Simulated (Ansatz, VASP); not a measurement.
# SiC in VASP and in Ansatz

Contents of INCAR:

```
SYSTEM = SiC
PREC = Accurate
ENCUT = 600
EDIFF = 1E-6
ISMEAR = 0
SIGMA = 0.05
LREAL = .False.
LASPH = .True.
NELM = 120
ALGO = Normal
ISIF = 2
LWAVE = .False.
LCHARG = .False.
GGA = CA
NBANDS = 16
GGA_COMPAT = .False.
```

File KPOINTS:

```
Automatic mesh
0
Gamma
  10 10 6
  0 0 0
```

File POSCAR:

```
SiC
1.0
    0.0000000000     -2.1644105396     -2.2654885118
    0.0000000000      2.1644105396     -2.2654885118
    4.3288210792      0.0000000000      0.0000000000
Si C
2 2
Direct
    0.5055442347      0.5055442347      0.5000000000
   -0.0055442347     -0.0055442347      0.0000000000
    0.0037533981      0.4962466019      0.2500000000
    0.4962466019      0.0037533981      0.7500000000
```

Input for Ansatz:

```yaml
crystal:
  lattice:
    - [0.0, -2.1644105396, -2.2654885118]
    - [0.0, 2.1644105396, -2.2654885118]
    - [4.3288210792, 0.0, 0.0]
  atoms:
    - { symbol: Si, position: [0.5055442347, 0.5055442347, 0.5] }
    - { symbol: Si, position: [-0.0055442347, -0.0055442347, 0.0] }
    - { symbol: C, position: [0.0037533981, 0.4962466019, 0.25] }
    - { symbol: C, position: [0.4962466019, 0.0037533981, 0.75] }
basis:
  ecutwfc: 520.0
kpoints:
  mp_grid: { grid: [10, 10, 6] }
hamiltonian:
  xc: lda
  pseudopotentials: { kind: paw, azcp: { folder: soft_1 } }
scf:
  occupations: { method: gaussian, width: 0.05 }
output:
  forces: true
  stress: true
  eigenvalues: true
```

Change from the starting cell: mode 4 frozen in at -0.024 Å, normal strain along y +0.0467.

Alike in both runs: task single point; functional LDA; k mesh 10 × 10 × 6; occupations gaussian, width 0.05 eV; no spin polarisation.

|  | VASP | Ansatz |
| --- | --- | --- |
| version | VASP 6.6.1 | Ansatz 0.2.0 |
| potentials or method | VASP PAW LDA potentials, release 64 (Si, C), cutoff 600 eV | scalar-relativistic, plane waves, PAW |
| valence electrons in the cell | 16 | 16 |

```csv
,VASP,Ansatz,Ansatz less VASP
gap on the k mesh at the Fermi level (eV),1.08,1.09,+0.013
least direct gap on the mesh (eV),1.08,1.10,+0.013
pressure (GPa),-9.5,-9.7,-0.22
"traceless stress, the component that is largest in VASP (GPa)",-8.62,-8.62,-0.001
rms of the force components (eV/Å),0.141,0.141,+0.0001
```

Ansatz warns that its potentials were made for another functional, while VASP's fit it. LDA's correlation is that of Perdew and Zunger in VASP and of Perdew and Wang (1992) in Ansatz. Atom by atom the forces differ by 0.000 eV/Å (rms over components).
